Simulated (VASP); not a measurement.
# BeS (hb.bB) (F-43m) in VASP: single point with PBE

Aim: the single point of BeS (hb.bB) with PBE.

Program: VASP 6.6.1. These are calculated values, not measurements. Logs are shortened: lines on timing, memory, paths and dates and some standing lists are left out, and cuts for length are marked.

## 1. The cell of the first run

Symmetry: F-43m, No. 216, cubic system. Conventional cell: a = 4.876 Å, b = 4.876 Å, c = 4.876 Å, α = 90.00°, β = 90.00°, γ = 90.00°. Be (site symmetry -43m) has 4 S at 2.11 Å within 2.8 Å. Within 2.8 Å of S (site symmetry -43m) lie 4 Be at 2.11 Å.

## 2. Single point, PBE

Contents of INCAR:

```
SYSTEM = BeS
PREC = Accurate
ENCUT = 600
EDIFF = 1E-6
ISMEAR = 0
SIGMA = 0.02
LREAL = .FALSE.
LASPH = .TRUE.
NELM = 120
ALGO = Normal
ISIF = 2
LWAVE = .FALSE.
LCHARG = .FALSE.
GGA = PE
NBANDS = 11
GGA_COMPAT = .FALSE.
```

Contents of KPOINTS:

```
Automatic mesh
0
G
  8 8 8
  0 0 0
```

Contents of POSCAR:

```
BeS
1.0
    0.0000000000      2.4378857722      2.4378857722
    2.4378857722      0.0000000000      2.4378857722
    2.4378857722      2.4378857722      0.0000000000
Be S
1 1
Direct
    0.0000000000      0.0000000000      0.0000000000
    0.2500000000      0.2500000000      0.2500000000
```

Potentials or basis: VASP PAW PBE potentials, release 64 (Be, S).

On the command line:

```console
cat potpaw_PBE.64/Be/POTCAR potpaw_PBE.64/S/POTCAR > POTCAR
mpirun -np 1 vasp_std > vasp.out
```

OUTCAR:

```text
SYSTEM = BeS
   PREC = Accurate
   ENCUT = 600
   EDIFF = 1E-6
   ISMEAR = 0
   LREAL = .FALSE.
   LASPH = .TRUE.
   NELM = 120
   ISIF = 2
   GGA = PE

 ion  position               nearest neighbor table
   1  0.000  0.000  0.000-   2 2.11   2 2.11   2 2.11   2 2.11
   2  0.250  0.250  0.250-   1 2.11   1 2.11   1 2.11   1 2.11

  LATTYP: Found a face centered cubic cell.
 ALAT       =     4.8757715444

  Lattice vectors:

 A1 = (   0.0000000000,   2.4378857722,   2.4378857722)
 A2 = (   2.4378857722,   0.0000000000,   2.4378857722)
 A3 = (   2.4378857722,   2.4378857722,   0.0000000000)

Analysis of symmetry for initial positions (statically):
=====================================================================
 Subroutine PRICEL returns:
 Original cell was already a primitive cell.

 Routine SETGRP: Setting up the symmetry group for a
 face centered cubic supercell.

 Subroutine GETGRP returns: Found 24 space group operations
 (whereof 24 operations were pure point group operations)
 out of a pool of 48 trial point group operations.

The static configuration has the point symmetry T_d .

Analysis of symmetry for dynamics (positions and initial velocities):
=====================================================================
 Subroutine PRICEL returns:
 Original cell was already a primitive cell.

 Routine SETGRP: Setting up the symmetry group for a
 face centered cubic supercell.

 Subroutine GETGRP returns: Found 24 space group operations
 (whereof 24 operations were pure point group operations)
 out of a pool of 48 trial point group operations.

The dynamic configuration has the point symmetry T_d .

 Subroutine INISYM returns: Found 24 space group operations
 (whereof 24 operations are pure point group operations),
 and found     1 'primitive' translations

----------------------------------------------------------------------------------------

                                     Primitive cell

  volume of cell :      28.9781

  direct lattice vectors                    reciprocal lattice vectors
     0.000000000  2.437885772  2.437885772    -0.205095746  0.205095746  0.205095746
     2.437885772  0.000000000  2.437885772     0.205095746 -0.205095746  0.205095746
     2.437885772  2.437885772  0.000000000     0.205095746  0.205095746 -0.205095746

  length of vectors
     3.447691123  3.447691123  3.447691123     0.355236252  0.355236252  0.355236252

  position of ions in fractional coordinates (direct lattice)
     0.000000000  0.000000000  0.000000000
     0.250000000  0.250000000  0.250000000

  ion indices of the primitive-cell ions
   primitive index   ion index
                 1           1
                 2           2

----------------------------------------------------------------------------------------

 KPOINTS: Automatic mesh

Automatic generation of k-mesh.
 Grid dimensions read from file:
 generate k-points for:    8    8    8

 Generating k-lattice:

  Cartesian coordinates                     Fractional coordinates (reciprocal lattice)
    -0.025636968  0.025636968  0.025636968     0.125000000  0.000000000  0.000000000
     0.025636968 -0.025636968  0.025636968     0.000000000  0.125000000  0.000000000
     0.025636968  0.025636968 -0.025636968     0.000000000  0.000000000  0.125000000

  Length of vectors
     0.044404531  0.044404531  0.044404531

  Shift w.r.t. Gamma in fractional coordinates (k-lattice)
     0.000000000  0.000000000  0.000000000

 Subroutine IBZKPT returns following result:
 ===========================================

 Found     29 irreducible k-points:

 Following reciprocal coordinates:
            Coordinates               Weight
  0.000000  0.000000  0.000000      1.000000
  0.125000  0.000000  0.000000      8.000000
  0.250000  0.000000  0.000000      8.000000
  0.375000  0.000000  0.000000      8.000000
  0.500000  0.000000  0.000000      4.000000
  0.125000  0.125000  0.000000      6.000000
[... 16 lines left out ...]
  0.500000  0.250000  0.125000     48.000000
 -0.375000  0.250000  0.125000     24.000000
 [... further k-points ...]
   k-points           NKPTS =     29   k-points in BZ     NKDIM =     29   number of bands    NBANDS=     11
   number of dos      NEDOS =    301   number of ions     NIONS =      2
   total plane-waves  NPLWV =  21952
   dimension x,y,z NGX =    28 NGY =   28 NGZ =   28
   dimension x,y,z NGXF=    56 NGYF=   56 NGZF=   56
   ions per type =               1   1
   NGX,Y,Z   is equivalent  to a cutoff of  13.50, 13.50, 13.50 a.u.
   NGXF,Y,Z  is equivalent  to a cutoff of  27.00, 27.00, 27.00 a.u.
 SYSTEM =  BeS
   PREC   = accura    normal or accurate (medium, high low for compatibility)
   ISTART =      0    job   : 0-new  1-cont  2-samecut
   ICHARG =      2    charge: 1-file 2-atom 10-const
   ISPIN  =      1    spin polarized calculation?
   LNONCOLLINEAR =      F non collinear calculations
   LSORBIT =      F    spin-orbit coupling
   LASPH  =      T    aspherical Exc in radial PAW
   ENCUT  =  600.0 eV  44.10 Ry    6.64 a.u.   6.89  6.89  6.89*2*pi/ulx,y,z
   NELM   =    120;   NELMIN=  2; NELMDL= -5     # of ELM steps
   EDIFF  = 0.1E-05   stopping-criterion for ELM
   LREAL  =      F    real-space projection
   EDIFFG = 0.1E-04   stopping-criterion for IOM
   NSW    =      0    number of steps for IOM
   IBRION =     -1    ionic relax: 0-MD 1-quasi-New 2-CG
   NFREE  =      0    steps in history (QN), initial steepest desc. (CG)
   ISIF   =      2    stress and relaxation
   ISYM   =      2    0-nonsym 1-usesym 2-fastsym
   POTIM  = 0.5000    time-step for ionic-motion
   TEBEG  =    0.0;   TEEND  =   0.0 temperature during run
   PSTRESS=    0.0 pullay stress
   NELECT =       8.0000    total number of electrons
   NUPDOWN=      -1.0000    fix difference up-down
   EMIN   =  10.00;   EMAX   =-10.00  energy-range for DOS
   EFERMI =   0.00;   METHOD = LEGACY
   ISMEAR =     0;   SIGMA  =   0.02  broadening in eV -4-tet -1-fermi 0-gaus
   EFERMI_NEDOS =   21; number of points for ismear=-14 and -15
   IALGO  =     38    algorithm
   IMIX   =      4    mixing-type and parameters
     AMIX     =   0.40;   BMIX     =  1.00
     AMIX_MAG =   1.60;   BMIX_MAG =  1.00
  volume/ion in A,a.u.               =      14.49        97.78
  Fermi-wavevector in a.u.,A,eV,Ry     =   1.065978  2.014406 15.460417  1.136309
  Thomas-Fermi vector in A             =   2.201547
   LORBIT       =      0    0 simple, 1 ext, 2 COOP (PROOUT), +10 PAW based schemes
   GGA     = PE    functional components
   LHFCALC =     F    Hartree Fock is set to
   AEXX    =    0.0000 exact exchange contribution
   IVDW    =     0    specifies the selected vdW correction
   LEPSILON=     F    determine dielectric tensor
   LRPA    =     F    only Hartree local field effects (RPA)
 non-spin polarized calculation
 Gauss-broadening in eV      SIGMA  =   0.02
  energy-cutoff  :      600.00
  volume of cell :       28.98
 maximum number of plane-waves:       982
   NGX = 13   NGY = 13   NGZ = 13

 number of electron       7.9999999 magnetization

 Free energy of the ion-electron system (eV)
  ---------------------------------------------------
  ext. energy  EPLUGINS =         0.00000000
  ---------------------------------------------------
  free energy    TOTEN  =       -10.01354618 eV

  energy without entropy =      -10.01354618  energy(sigma->0) =      -10.01354618

 E-fermi :   4.1832     XC(G=0):  -9.6650

 val. band max:        4.0114160771   @ k =   0.0000   0.0000   0.0000
 cond. band min:       7.1574493750   @ k =   0.5000   0.5000   0.0000
 fundamental gap:      3.1460332979
 Fermi energy:         4.1831980195

 k-point     1 :       0.0000    0.0000    0.0000
  band No.  band energies     occupation
      1      -9.5751      2.00000
      2       4.0114      2.00000
      3       4.0114      2.00000
      4       4.0114      2.00000
      5       9.6872      0.00000
      6       9.6872      0.00000
      7       9.6872      0.00000
      8       9.7635      0.00000
      9      16.7938      0.00000
     10      16.7938      0.00000
     11      18.7610      0.00000

 k-point     2 :       0.1250    0.0000    0.0000
  band No.  band energies     occupation
      1      -9.4016      2.00000
      2       2.8287      2.00000
      3       3.8172      2.00000
      4       3.8172      2.00000
      5       9.5804      0.00000
      6      10.0363      0.00000
      7      10.0363      0.00000
      8      11.0673      0.00000
      9      16.1140      0.00000
     10      16.1140      0.00000
     11      18.6411      0.00000

 k-point     3 :       0.2500    0.0000    0.0000
  band No.  band energies     occupation
      1      -8.9243      2.00000
      2       0.7591      2.00000
      3       3.4284      2.00000
      4       3.4284      2.00000
      5       9.5199      0.00000
      6      10.5745      0.00000
      7      10.5745      0.00000
      8      13.1647      0.00000
      9      15.8751      0.00000
     10      15.8751      0.00000
     11      18.1961      0.00000

 k-point     4 :       0.3750    0.0000    0.0000
  band No.  band energies     occupation
      1      -8.3207      2.00000
      2      -0.9682      2.00000
      3       3.1140      2.00000
      4       3.1140      2.00000
      5       9.4592      0.00000
      6      10.6479      0.00000
      7      10.6479      0.00000
      8      14.6987      0.00000
      9      17.2035      0.00000
     10      17.2035      0.00000
     11      18.3234      0.00000

 k-point     5 :       0.5000    0.0000    0.0000
  band No.  band energies     occupation
      1      -8.0080      2.00000
      2      -1.6740      2.00000
      3       2.9990      2.00000
      4       2.9990      2.00000
      5       9.4329      0.00000
      6      10.5771      0.00000
      7      10.5771      0.00000
      8      15.1437      0.00000
      9      18.8774      0.00000
     10      18.8774      0.00000
     11      19.0607      0.00000
[... 211 lines left out ...]
 k-point    21 :       0.5000    0.5000    0.0000
  band No.  band energies     occupation
      1      -7.4803      2.00000
      2      -0.9270      2.00000
      3       1.4249      2.00000
      4       1.4249      2.00000
      5       7.1574      0.00000
      6       8.9424      0.00000
      7      16.6655      0.00000
      8      16.6655      0.00000
      9      19.3610      0.00000
     10      20.3245      0.00000
     11      20.8187      0.00000

 k-point    22 :       0.3750    0.2500    0.1250
  band No.  band energies     occupation
      1      -8.5350      2.00000
      2       0.5254      2.00000
      3       1.9119      2.00000
      4       2.9157      2.00000
      5       9.5364      0.00000
      6      11.2606      0.00000
      7      11.4908      0.00000
      8      12.5235      0.00000
      9      15.5509      0.00000
     10      18.3507      0.00000
     11      19.8518      0.00000

 k-point    23 :       0.5000    0.2500    0.1250
  band No.  band energies     occupation
      1      -8.0052      2.00000
      2      -0.6084      2.00000
      3       1.3817      2.00000
      4       2.4545      2.00000
      5      10.0067      0.00000
      6      10.8105      0.00000
      7      12.4199      0.00000
      8      13.2501      0.00000
      9      16.5671      0.00000
     10      18.3177      0.00000
     11      20.3659      0.00000

 k-point    24 :      -0.3750    0.2500    0.1250
  band No.  band energies     occupation
      1      -7.7403      2.00000
      2      -1.1485      2.00000
      3       1.2861      2.00000
      4       2.2146      2.00000
      5      10.1182      0.00000
      6      10.5622      0.00000
      7      13.0759      0.00000
      8      14.4567      0.00000
      9      15.4029      0.00000
     10      19.2416      0.00000
     11      19.8658      0.00000

 [... further k-points ...]

------------------------ aborting loop because EDIFF is reached ----------------------------------------

  FORCE on cell =-STRESS in cart. coord.  units (eV):
  Direction    XX          YY          ZZ          XY          YZ          ZX
  --------------------------------------------------------------------------------------
  -------------------------------------------------------------------------------------
  Total        0.0116929      0.0116929      0.0116929     -0.0000000     -0.0000000     -0.0000000
  in kB        0.6464911      0.6464911      0.6464911     -0.0000000     -0.0000000     -0.0000000
  external PRESSURE =       0.6464911 kB  Pullay stress =       0.0000000 kB

 VOLUME and BASIS-vectors are now :
 -----------------------------------------------------------------------------
  energy-cutoff  :      600.00
  volume of cell :       28.98
      direct lattice vectors                 reciprocal lattice vectors
     0.000000000  2.437885772  2.437885772    -0.205095746  0.205095746  0.205095746
     2.437885772  0.000000000  2.437885772     0.205095746 -0.205095746  0.205095746
     2.437885772  2.437885772  0.000000000     0.205095746  0.205095746 -0.205095746

 POSITION                                       TOTAL-FORCE (eV/Angst)
 -----------------------------------------------------------------------------------
      0.00000      0.00000      0.00000         0.000000      0.000000      0.000000
      1.21894      1.21894      1.21894        -0.000000     -0.000000     -0.000000
 -----------------------------------------------------------------------------------
    total drift:                               -0.000000     -0.000000     -0.000000

  FREE ENERGIE OF THE ION-ELECTRON SYSTEM (eV)
  ---------------------------------------------------
  free  energy   TOTEN  =       -10.0135461845 eV

  energy  without entropy=      -10.0135461845  energy(sigma->0) =      -10.01354618
```

Wall time 13 s (1 thread of AMD EPYC 7R13, shared host); peak memory 0.12 GiB.

Results:

| Property | Result |
| --- | --- |
| Free energy | -10.0135 eV |
| Pressure | 0.1 GPa |
| Band gap on the k mesh | 3.15 eV, indirect (least direct gap 5.68 eV) |

A k mesh can miss the band edges. A hybrid or GW would open this gap; PBE tends to underestimate it.
